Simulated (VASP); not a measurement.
# AlIn2N3 (Cmc2_1) in VASP: single point with PBEsol

Aim: the single point of AlIn2N3 with PBEsol.

All numbers are computed with VASP 6.6.1; they aren't measurements. Logs are shortened: lines on timing, memory, paths and dates and some standing lists are left out, and cuts for length are marked.

## Step 1: The cell of the first run

It takes space group Cmc2_1 (No. 36, orthorhombic). The conventional cell has a = 10.493 Å, b = 6.038 Å, c = 5.608 Å, α = 90.00°, β = 90.00°, γ = 90.00°. Al (site symmetry m) has 4 N at 1.95 to 1.97 Å within 2.6 Å. In (site symmetry 1) has 4 N at 2.22 to 2.23 Å within 2.9 Å. N (site symmetry 1) has 1 Al at 1.95 Å and 3 In at 2.22 to 2.23 Å within 2.6 Å. Within 2.6 Å of N (site symmetry m) lie 2 Al at 1.96 to 1.97 Å and 2 In at 2.23 Å.

## Step 2: Single point, PBEsol (equal strain along all axes, cell held: +3.0 %, then relaxed in part)

INCAR reads:

```
SYSTEM = AlIn2N3
PREC     = Accurate       ! precision mode
ENCUT    = 520            ! plane-wave cutoff, eV
EDIFF    = 1E-6           ! SCF threshold, eV
ISMEAR   = 0              ! smearing method
SIGMA    = 0.02           ! smearing width, eV
LREAL    = .FALSE.        ! projectors in reciprocal space
LASPH    = .TRUE.         ! aspherical terms in the spheres
NELM     = 100            ! most SCF steps
ALGO     = Normal         ! electronic algorithm
ISIF     = 2              ! what is computed and relaxed
LWAVE    = .FALSE.        ! write WAVECAR
LCHARG   = .FALSE.        ! write CHGCAR
GGA      = PS             ! functional
NBANDS   = 56             ! bands
```

KPOINTS reads:

```
regular mesh
0
G
  6 6 6
  0 0 0
```

POSCAR reads:

```
AlIn2N3
1.0
    5.2463092244     -3.0192465196      0.0000000000
    5.2463092244      3.0192465196      0.0000000000
    0.0000000000      0.0000000000      5.6083668290
Al In N
2 4 6
Direct
    0.3412962888      0.6587037112      0.9890571374
    0.6587037112      0.3412962888      0.4890571374
    0.9898728934      0.3346527161      0.9877743081
    0.6653472839      0.0101271066      0.9877743081
    0.0101271066      0.6653472839      0.4877743081
    0.3346527161      0.9898728934      0.4877743081
    0.9695889914      0.3335423490      0.3840604333
    0.6664576510      0.0304110086      0.3840604333
    0.0304110086      0.6664576510      0.8840604333
    0.3335423490      0.9695889914      0.8840604333
    0.3661208033      0.6338791967      0.3392733797
    0.6338791967      0.3661208033      0.8392733797
```

Potentials or basis: VASP PAW PBE potentials, release 64 (Al, In_d, N).

Started as:

```
cat potpaw_PBE.64/Al/POTCAR potpaw_PBE.64/In_d/POTCAR potpaw_PBE.64/N/POTCAR > POTCAR
mpirun -np 1 vasp_std > vasp.out
```

OUTCAR:

```text
SYSTEM = AlIn2N3
   PREC = Accurate
   ENCUT = 520
   EDIFF = 1E-6
   ISMEAR = 0
   LREAL = .FALSE.
   LASPH = .TRUE.
   NELM = 100
   ISIF = 2
   GGA = PS

 ion  position               nearest neighbor table
   1  0.341  0.659  0.989-   9 1.95  10 1.95  12 1.96  11 1.97   3 3.39   4 3.39   6 3.43   5 3.43
                             6 3.44   5 3.44   3 3.54   4 3.54   3 3.54   4 3.54
   2  0.659  0.341  0.489-   7 1.95   8 1.95  11 1.96  12 1.97   6 3.39   5 3.39   4 3.43   3 3.43
                             4 3.44   3 3.44   5 3.54   6 3.54   5 3.54   6 3.54
   3  0.990  0.335  0.988-   9 2.22  10 2.22   7 2.23  12 2.23   1 3.39   4 3.41   2 3.43   2 3.44
                             5 3.48   5 3.48   6 3.49   6 3.49   4 3.54   4 3.54   1 3.54   1 3.54
   4  0.665  0.010  0.988-  10 2.22   9 2.22   8 2.23  12 2.23   1 3.39   3 3.41   2 3.43   2 3.44
                             6 3.48   6 3.48   5 3.49   5 3.49   3 3.54   3 3.54   1 3.54   1 3.54
   5  0.010  0.665  0.488-   7 2.22   8 2.22   9 2.23  11 2.23   2 3.39   6 3.41   1 3.43   1 3.44
                             3 3.48   3 3.48   4 3.49   4 3.49   6 3.54   6 3.54   2 3.54   2 3.54
   6  0.335  0.990  0.488-   8 2.22   7 2.22  10 2.23  11 2.23   2 3.39   5 3.41   1 3.43   1 3.44
                             4 3.48   4 3.48   3 3.49   3 3.49   5 3.54   5 3.54   2 3.54   2 3.54
   7  0.970  0.334  0.384-   2 1.95   5 2.22   6 2.22   3 2.23
   8  0.666  0.030  0.384-   2 1.95   6 2.22   5 2.22   4 2.23
   9  0.030  0.666  0.884-   1 1.95   3 2.22   4 2.22   5 2.23
  10  0.334  0.970  0.884-   1 1.95   4 2.22   3 2.22   6 2.23
  11  0.366  0.634  0.339-   2 1.96   1 1.97   5 2.23   6 2.23
  12  0.634  0.366  0.839-   1 1.96   2 1.97   3 2.23   4 2.23

  LATTYP: Found a base centered orthorhombic cell.
 ALAT       =     6.0384930392
 B/A-ratio  =     1.7376220161
 C/A-ratio  =     0.9287692795

  Lattice vectors:

 A1 = (  -5.2463092244,  -3.0192465196,   0.0000000000)
 A2 = (   5.2463092244,  -3.0192465196,   0.0000000000)
 A3 = (   0.0000000000,   0.0000000000,   5.6083668290)

Analysis of symmetry for initial positions (statically):
=====================================================================
 Subroutine PRICEL returns:
 Original cell was already a primitive cell.

 Routine SETGRP: Setting up the symmetry group for a
 base centered orthorhombic supercell.

 Subroutine GETGRP returns: Found  4 space group operations
 (whereof  2 operations were pure point group operations)
 out of a pool of  8 trial point group operations.

The static configuration has the point symmetry C_1h.
 The point group associated with its full space group is C_2v.

Analysis of symmetry for dynamics (positions and initial velocities):
=====================================================================
 Subroutine PRICEL returns:
 Original cell was already a primitive cell.
[... 143 lines left out ...]
   EFERMI =   0.00;   METHOD = LEGACY
   ISMEAR =     0;   SIGMA  =   0.02  broadening in eV -4-tet -1-fermi 0-gaus
   EFERMI_NEDOS =   21; number of points for ismear=-14 and -15
   IALGO  =     38    algorithm
   IMIX   =      4    mixing-type and parameters
     AMIX     =   0.40;   BMIX     =  1.00
     AMIX_MAG =   1.60;   BMIX_MAG =  1.00
  volume/ion in A,a.u.               =      14.81        99.92
  Fermi-wavevector in a.u.,A,eV,Ry     =   1.295277  2.447719 22.827084  1.677743
  Thomas-Fermi vector in A             =   2.426807
   LORBIT       =      0    0 simple, 1 ext, 2 COOP (PROOUT), +10 PAW based schemes
   GGA     = PS    functional components
   LHFCALC =     F    Hartree Fock is set to
   AEXX    =    0.0000 exact exchange contribution
   IVDW    =     0    specifies the selected vdW correction
   LEPSILON=     F    determine dielectric tensor
   LRPA    =     F    only Hartree local field effects (RPA)
 non-spin polarized calculation
 Gauss-broadening in eV      SIGMA  =   0.02
  energy-cutoff  :      520.00
  volume of cell :      177.67
 maximum number of plane-waves:      4841
 NGX is ok and might be reduce to    48
   NGX = 23   NGY = 23   NGZ = 21

 number of electron      88.0000003 magnetization

 Free energy of the ion-electron system (eV)
  ---------------------------------------------------
  ext. energy  EPLUGINS =         0.00000000
  ---------------------------------------------------
  free energy    TOTEN  =       -76.94307448 eV

  energy without entropy =      -76.94307448  energy(sigma->0) =      -76.94307448

 E-fermi :   5.4796     XC(G=0): -10.6835

 val. band max:        5.3694129329   @ k =   0.0000   0.0000   0.0000
 cond. band min:       5.9571007632   @ k =   0.0000   0.0000   0.0000
 fundamental gap:      0.5876878304
 Fermi energy:         5.4796397668

 k-point     1 :       0.0000    0.0000    0.0000
  band No.  band energies     occupation
      1      -8.7889      2.00000
      2      -8.7268      2.00000
      3      -8.6282      2.00000
      4      -8.6213      2.00000
      5      -8.4650      2.00000
      6      -8.3048      2.00000
[... 1405 lines left out ...]
     55      13.1542      0.00000
     56      13.4603      0.00000

 [... further k-points ...]
[... 5 lines left out ...]
  --------------------------------------------------------------------------------------
  -------------------------------------------------------------------------------------
  Total      -12.7894526    -12.6550574    -12.2223528      0.0000000      0.0000000      0.0000000
  in kB     -115.3303662   -114.1184421   -110.2164787      0.0000000      0.0000000      0.0000000
  external PRESSURE =    -113.2217623 kB  Pullay stress =       0.0000000 kB

 VOLUME and BASIS-vectors are now :
 -----------------------------------------------------------------------------
  energy-cutoff  :      520.00
  volume of cell :      177.67
      direct lattice vectors                 reciprocal lattice vectors
     5.246309224 -3.019246520  0.000000000     0.095305095 -0.165604232  0.000000000
     5.246309224  3.019246520  0.000000000     0.095305095  0.165604232  0.000000000
     0.000000000  0.000000000  5.608366829     0.000000000  0.000000000  0.178305027

 POSITION                                       TOTAL-FORCE (eV/Angst)
 -----------------------------------------------------------------------------------
      5.24631      0.95833      5.54700         0.000000      0.000878     -0.001725
      5.24631     -0.95833      2.74281         0.000000     -0.000878     -0.001725
      6.94887     -1.97827      5.53980         0.001145     -0.000362     -0.003409
      3.54375     -1.97827      5.53980        -0.001145     -0.000362     -0.003409
      3.54375      1.97827      2.73562        -0.001145      0.000362     -0.003409
      6.94887      1.97827      2.73562         0.001145      0.000362     -0.003409
      6.83663     -1.92038      2.15395        -0.020038      0.012023      0.011334
      3.65599     -1.92038      2.15395         0.020038      0.012023      0.011334
      3.65599      1.92038      4.95814         0.020038     -0.012023      0.011334
      6.83663      1.92038      4.95814        -0.020038     -0.012023      0.011334
      5.24631      0.80843      1.90277         0.000000     -0.020304     -0.014127
      5.24631     -0.80843      4.70695         0.000000      0.020304     -0.014127
 -----------------------------------------------------------------------------------
    total drift:                                0.000000     -0.000000     -0.000151

  FREE ENERGIE OF THE ION-ELECTRON SYSTEM (eV)
  ---------------------------------------------------
  free  energy   TOTEN  =       -76.9430744818 eV

  energy  without entropy=      -76.9430744818  energy(sigma->0) =      -76.94307448
```

stdout:

```text
POSCAR found type information on POSCAR AlInN
 POSCAR found :  3 types and      12 ions
 scaLAPACK will be used
 -----------------------------------------------------------------------------
|                                                                             |
|                                                                             |
|     You enforced a specific xc type in the INCAR file but a different       |
|     I HOPE YOU KNOW WHAT YOU ARE DOING!                                     |
|                                                                             |
 -----------------------------------------------------------------------------

 LDA part: xc-table for (Slater+PW92), standard interpolation
 POSCAR, INCAR and KPOINTS ok, starting setup
 FFT: planning ... GRIDC
 FFT: planning ... GRID_SOFT
 FFT: planning ... GRID
 WAVECAR not read
 entering main loop
```

Wall time 9.6 min (1 thread of Intel Xeon Platinum 8259CL at 2.50GHz (Skylake/Cascade Lake), shared host); peak memory 0.56 GiB.

What came out:

| Item | Value |
| --- | --- |
| Free energy | -76.9431 eV |
| Pressure | -11.3 GPa |
| Largest force | 0.026 eV/Å |
| Band gap on the k mesh | 0.59 eV |

Forces in eV/Å, atoms in the order of the input:
```
Al   0.000  0.001 -0.002
Al   0.000 -0.001 -0.002
In   0.001  0.000 -0.003
In  -0.001  0.000 -0.003
In  -0.001  0.000 -0.003
In   0.001  0.000 -0.003
N   -0.020  0.012  0.011
N    0.020  0.012  0.011
N    0.020 -0.012  0.011
N   -0.020 -0.012  0.011
N    0.000 -0.020 -0.014
N    0.000  0.020 -0.014
```

Stress tensor (GPa, compression positive):
```
-11.53   0.00   0.00
  0.00 -11.41   0.00
  0.00   0.00 -11.02
```

Caveat: the cell differs from its parent crystal (equal strain along all axes, cell held: +3.0 %, then relaxed in part); the cell stands under tension; semilocal functionals underestimate gaps, and a narrow one can read as zero; the PAW data sets were made with another functional, which shifts forces and pressure a little; spin-orbit coupling is left out, which moves the levels of the heavy elements.
